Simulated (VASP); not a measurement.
# AlN (P6_3mc) in VASP: a series of runs, part 3 of 3

VASP 6.6.1. The steps go on from the part before.

## Step 5: Single point, r2SCAN

This run uses another cell than the first one, of the same volume but with other edges.

Contents of POSCAR:

```
AlN
1.0
    3.3465537879      0.0000000000      0.0000000000
   -1.6732768940      2.8982005955      0.0000000000
    0.0000000000      0.0000000000      4.2902592314
Al N
2 2
Direct
    0.3333333333      0.6666666667      0.0016929024
    0.6666666667      0.3333333333      0.5016929024
    0.3333333333      0.6666666667      0.3833070976
    0.6666666667      0.3333333333      0.8833070976
```

Contents of INCAR.step1:

```
PREC     = Accurate       # precision mode
ENCUT    = 520            # plane-wave cutoff, eV
ISMEAR   = 0              # smearing method
SIGMA    = 0.05           # smearing width, eV
LREAL    = F              # projectors in reciprocal space
LASPH    = T              # aspherical terms in the spheres
NELM     = 60             # most SCF steps
NBANDS   = 16             # bands
GGA      = PE             # functional
ALGO     = Normal         # electronic algorithm
EDIFF    = 1E-4           # SCF threshold, eV
LWAVE    = T              # write WAVECAR
LCHARG   = F              # write CHGCAR
```

Contents of INCAR.step2:

```
PREC     = Accurate       # precision mode
ENCUT    = 520            # plane-wave cutoff, eV
EDIFF    = 1E-6           # SCF threshold, eV
ISMEAR   = 0              # smearing method
SIGMA    = 0.05           # smearing width, eV
LREAL    = F              # projectors in reciprocal space
LASPH    = T              # aspherical terms in the spheres
NELM     = 60             # most SCF steps
ALGO     = Normal         # electronic algorithm
ISIF     = 2              # what is computed and relaxed
LWAVE    = F              # write WAVECAR
LCHARG   = T              # write CHGCAR
METAGGA  = R2SCAN         # meta-GGA
LMIXTAU  = T            
LELF     = T              # ELF
LVHAR    = T            
NBANDS   = 16             # bands
ISTART   = 1
```

Contents of KPOINTS:

```
Automatic mesh
0
Gamma
  12 12 6
```

Potentials or basis: VASP PAW PBE potentials, release 64 (Al, N).

Started as:

```sh
$ cat potpaw_PBE.64/Al/POTCAR potpaw_PBE.64/N/POTCAR > POTCAR
$ cp INCAR.step1 INCAR
$ mpirun -np 1 vasp_std > vasp.out
$ cp INCAR.step2 INCAR
$ mpirun -np 1 vasp_std > vasp.out
```

OUTCAR:

```text
PREC = Accurate
   ENCUT = 520
   EDIFF = 1E-6
   ISMEAR = 0
   LREAL = F
   LASPH = T
   NELM = 60
   ISIF = 2
   METAGGA = R2SCAN
   ISTART = 1

 ion  position               nearest neighbor table
   1  0.333  0.667  0.002-   3 1.64   4 2.00   4 2.00   4 2.00   2 2.89   2 2.89   2 2.89   2 2.89
                             2 2.89   2 2.89
   2  0.667  0.333  0.502-   4 1.64   3 2.00   3 2.00   3 2.00   1 2.89   1 2.89   1 2.89   1 2.89
                             1 2.89   1 2.89
   3  0.333  0.667  0.383-   1 1.64   2 2.00   2 2.00   2 2.00
   4  0.667  0.333  0.883-   2 1.64   1 2.00   1 2.00   1 2.00

  LATTYP: Found a hexagonal cell.
 ALAT       =     3.3465537879
 C/A-ratio  =     1.2819932095

  Lattice vectors:

 A1 = (   3.3465537879,   0.0000000000,   0.0000000000)
 A2 = (  -1.6732768940,   2.8982005955,   0.0000000000)
 A3 = (   0.0000000000,   0.0000000000,   4.2902592314)

Analysis of symmetry for initial positions (statically):
=====================================================================
 Subroutine PRICEL returns:
 Original cell was already a primitive cell.

 Routine SETGRP: Setting up the symmetry group for a
 hexagonal supercell.

 Subroutine GETGRP returns: Found 12 space group operations
 (whereof  6 operations were pure point group operations)
 out of a pool of 24 trial point group operations.

The static configuration has the point symmetry C_3v.
 The point group associated with its full space group is C_6v.

Analysis of symmetry for dynamics (positions and initial velocities):
=====================================================================
 Subroutine PRICEL returns:
 Original cell was already a primitive cell.

 Routine SETGRP: Setting up the symmetry group for a
 hexagonal supercell.

 Subroutine GETGRP returns: Found 12 space group operations
 (whereof  6 operations were pure point group operations)
 out of a pool of 24 trial point group operations.

The dynamic configuration has the point symmetry C_3v.
 The point group associated with its full space group is C_6v.

 Subroutine INISYM returns: Found 12 space group operations
 (whereof  6 operations are pure point group operations),
[... 119 lines left out ...]
     AMIX     =   0.40;   BMIX     =  1.00
     AMIX_MAG =   1.60;   BMIX_MAG =  1.00
  volume/ion in A,a.u.               =      10.40        70.20
  Fermi-wavevector in a.u.,A,eV,Ry     =   1.190451  2.249626 19.281821  1.417174
  Thomas-Fermi vector in A             =   2.326535
   LORBIT       =      0    0 simple, 1 ext, 2 COOP (PROOUT), +10 PAW based schemes
   METAGGA = R2SCAN    functional components
   LHFCALC =     F    Hartree Fock is set to
   AEXX    =    0.0000 exact exchange contribution
   IVDW    =     0    specifies the selected vdW correction
   LEPSILON=     F    determine dielectric tensor
   LRPA    =     F    only Hartree local field effects (RPA)
 non-spin polarized calculation
 Gauss-broadening in eV      SIGMA  =   0.05
  energy-cutoff  :      520.00
  volume of cell :       41.61
 maximum number of plane-waves:      1144
 NGX is ok and might be reduce to    28

 number of electron      16.0000003 magnetization

 Free energy of the ion-electron system (eV)
  ---------------------------------------------------
  ext. energy  EPLUGINS =         0.00000000
  ---------------------------------------------------
  free energy    TOTEN  =       -36.48643306 eV

  energy without entropy =      -36.48643306  energy(sigma->0) =      -36.48643306

 E-fermi :   6.4512     XC(G=0): -11.3915

 val. band max:        6.1931952668   @ k =   0.0833   0.0000   0.0000
 cond. band min:      10.5595360571   @ k =   0.0000   0.0000   0.0000
 fundamental gap:      4.3663407903
 Fermi energy:         6.4511795028

 k-point     1 :       0.0000    0.0000    0.0000
  band No.  band energies     occupation
      1     -10.1762      2.00000
      2      -7.1184      2.00000
      3       0.6168      2.00000
      4       4.0880      2.00000
      5       4.0880      2.00000
      6       5.5599      2.00000
[... 433 lines left out ...]
      3       0.7859      2.00000
      4       2.2432      2.00000
      5       3.0938      2.00000
      6       3.2312      2.00000
[... 8 lines left out ...]
     15      19.7584      0.00000
     16      20.1625      0.00000

 [... further k-points ...]
[... 5 lines left out ...]
  --------------------------------------------------------------------------------------
  -------------------------------------------------------------------------------------
  Total       -5.9948499     -5.9948499     21.5675525      0.0000000      0.0000000      0.0000000
  in kB     -230.8230158   -230.8230158    830.4273809      0.0000000      0.0000000      0.0000000
  external PRESSURE =     122.9271165 kB  Pullay stress =       0.0000000 kB

 VOLUME and BASIS-vectors are now :
 -----------------------------------------------------------------------------
  energy-cutoff  :      520.00
  volume of cell :       41.61
      direct lattice vectors                 reciprocal lattice vectors
     3.346553788  0.000000000  0.000000000     0.298814860  0.172520840  0.000000000
    -1.673276894  2.898200596  0.000000000     0.000000000  0.345041679  0.000000000
     0.000000000  0.000000000  4.290259231     0.000000000  0.000000000  0.233086148

 POSITION                                       TOTAL-FORCE (eV/Angst)
 -----------------------------------------------------------------------------------
     -0.00000      1.93213      0.00726        -0.000000     -0.000000     -6.151065
      1.67328      0.96607      2.15239         0.000000      0.000000     -6.151065
     -0.00000      1.93213      1.64449        -0.000000     -0.000000      6.151065
      1.67328      0.96607      3.78962        -0.000000     -0.000000      6.151065
 -----------------------------------------------------------------------------------
    total drift:                               -0.000000      0.000000     -0.021107

  FREE ENERGIE OF THE ION-ELECTRON SYSTEM (eV)
  ---------------------------------------------------
  free  energy   TOTEN  =       -36.4864330552 eV

  energy  without entropy=      -36.4864330552  energy(sigma->0) =      -36.48643306
```

OSZICAR.step1:

```text
N       E                     dE             d eps       ncg     rms          rms(c)
DAV:   1     0.433766827620E+02    0.43377E+02   -0.73741E+03  2432   0.899E+02
DAV:   2    -0.299549027882E+02   -0.73332E+02   -0.67596E+02  3544   0.190E+02
DAV:   3    -0.334360074962E+02   -0.34811E+01   -0.34729E+01  2808   0.431E+01
DAV:   4    -0.334573648228E+02   -0.21357E-01   -0.21356E-01  3144   0.379E+00
DAV:   5    -0.334576634760E+02   -0.29865E-03   -0.29865E-03  2808   0.448E-01    0.131E+01
DAV:   6    -0.279188710753E+02    0.55388E+01   -0.11454E+01  3008   0.251E+01    0.451E+00
DAV:   7    -0.278865204790E+02    0.32351E-01   -0.77734E-01  2672   0.640E+00    0.307E+00
DAV:   8    -0.278580571310E+02    0.28463E-01   -0.94504E-02  2920   0.263E+00    0.488E-01
DAV:   9    -0.278538691990E+02    0.41879E-02   -0.16144E-02  3184   0.965E-01    0.264E-01
DAV:  10    -0.278543816639E+02   -0.51246E-03   -0.22844E-03  2560   0.339E-01    0.112E-01
DAV:  11    -0.278543907913E+02   -0.91273E-05   -0.46042E-04  2616   0.177E-01
   1 F= -.27854391E+02 E0= -.27854391E+02  d E =-.220902E-17
```

It took 2 min on 1 thread of AMD EPYC 9R45 (Zen 5), shared host; peak memory 0.16 GiB.

Results:

* Free energy: -36.4864 eV
* Pressure: 12.3 GPa
* Largest force: 6.151 eV/Å
* Band gap on the k mesh: 4.37 eV, indirect (least direct gap 4.39 eV)

Forces in eV/Å, atoms in the order of the input:
```
Al   0.000  0.000 -6.151
Al   0.000  0.000 -6.151
N    0.000  0.000  6.151
N    0.000  0.000  6.151
```

Stress tensor (GPa, compression positive):
```
-23.08   0.00   0.00
  0.00 -23.08   0.00
  0.00   0.00  83.04
```

Caveat: the PAW data sets were made with another functional, which shifts forces and pressure a little. A k mesh can miss the band edges.

## Step 6: Single point, r2SCAN

This run uses another cell than the first one, of the same volume but with other edges.

Contents of POSCAR:

```
AlN
1.0
    2.8465141993      0.0000000000      0.0000000000
   -1.4232570996      2.4651536088      0.0000000000
    0.0000000000      0.0000000000      5.9299692956
Al N
2 2
Direct
    0.3333333333      0.6666666667      0.0016929024
    0.6666666667      0.3333333333      0.5016929024
    0.3333333333      0.6666666667      0.3833070976
    0.6666666667      0.3333333333      0.8833070976
```

Contents of INCAR.step1:

```
ALGO = Normal
EDIFF = 1E-4
ENCUT = 520
GGA = PE
ISMEAR = 0
LASPH = T
LCHARG = F
LREAL = F
LWAVE = T
NBANDS = 16
NELM = 60
PREC = Accurate
SIGMA = 0.05
```

Contents of INCAR.step2:

```
ALGO = Normal
EDIFF = 1E-7
ENCUT = 520
ISIF = 2
ISMEAR = 0
ISTART = 1
LASPH = T
LCHARG = F
LMIXTAU = T
LREAL = F
LWAVE = F
METAGGA = R2SCAN
NBANDS = 16
NELM = 60
PREC = Accurate
SIGMA = 0.05
```

Contents of KPOINTS:

```
k-points
0
Gamma
  12 12 6
```

Potentials or basis: VASP PAW PBE potentials, release 64 (Al, N).

Started as:

```sh
$ cat potpaw_PBE.64/Al/POTCAR potpaw_PBE.64/N/POTCAR > POTCAR
$ cp INCAR.step1 INCAR
$ mpirun -np 1 vasp_std > vasp.out
$ cp INCAR.step2 INCAR
$ mpirun -np 1 vasp_std > vasp.out
```

Run time: 2.1 min. Hardware: 1 thread of AMD EPYC 9R45 (Zen 5), shared host; peak memory 0.16 GiB.

Results (log left out):

* Free energy: -36.1271 eV
* Pressure: 18.4 GPa
* Largest force: 0.634 eV/Å
* Band gap on the k mesh: 2.28 eV, direct

Forces in eV/Å, atoms in the order of the input:
```
Al   0.000  0.000  0.634
Al   0.000  0.000  0.634
N    0.000  0.000 -0.634
N    0.000  0.000 -0.634
```

Stress tensor (GPa, compression positive):
```
 51.13   0.00   0.00
  0.00  51.13   0.00
  0.00   0.00 -47.04
```

Levels at points of the mesh, in eV from the valence-band top:
```
           k point  band 6  band 7  band 8  band 9  band 10  band 11
(0.00, 0.00, 0.00)   -0.16    0.00    0.00    2.28     8.93    10.52
(0.50, 0.00, 0.00)   -2.06   -1.43   -0.93    4.57     6.72     7.37
(0.00, 0.00, 0.50)   -0.08   -0.08   -0.08    6.12     6.12    11.18
(0.50, 0.00, 0.50)   -2.23   -1.20   -1.20    4.38     4.38     9.71
```

Caveat: the PAW data sets were made with another functional, which shifts forces and pressure a little. A k mesh can miss the band edges.

## Step 7: Overview

```tsv
cell	gap on the mesh (eV)	pressure (GPa)	largest force (eV/Å)
a = 3.010, b = 3.010, c = 5.305 Å, angles 90.0, 90.0, 120.0°, 4 atoms	4.66	2.9	0.72
a = 3.149, b = 3.149, c = 4.845 Å, angles 90.0, 90.0, 120.0°, 4 atoms	4.80	-0.3	0.58
a = 3.057, b = 3.057, c = 5.143 Å, angles 90.0, 90.0, 120.0°, 4 atoms	4.98	0.7	0.46
a = 3.347, b = 3.347, c = 4.290 Å, angles 90.0, 90.0, 120.0°, 4 atoms	4.37	12.3	6.15
a = 2.847, b = 2.847, c = 5.930 Å, angles 90.0, 90.0, 120.0°, 4 atoms	2.28	18.4	0.63
```

Alike in all rows: task single point; level r2SCAN; potentials or basis VASP PAW PBE potentials, release 64 (Al, N); no spin polarisation; k mesh 12 × 12 × 6; cutoff (eV) 520; smearing gaussian 0.05 eV.

Caveats: the PAW data sets were made with another functional, which shifts forces and pressure a little.

Total energies depend on the potentials used, so only differences within one code and one set of settings carry meaning.
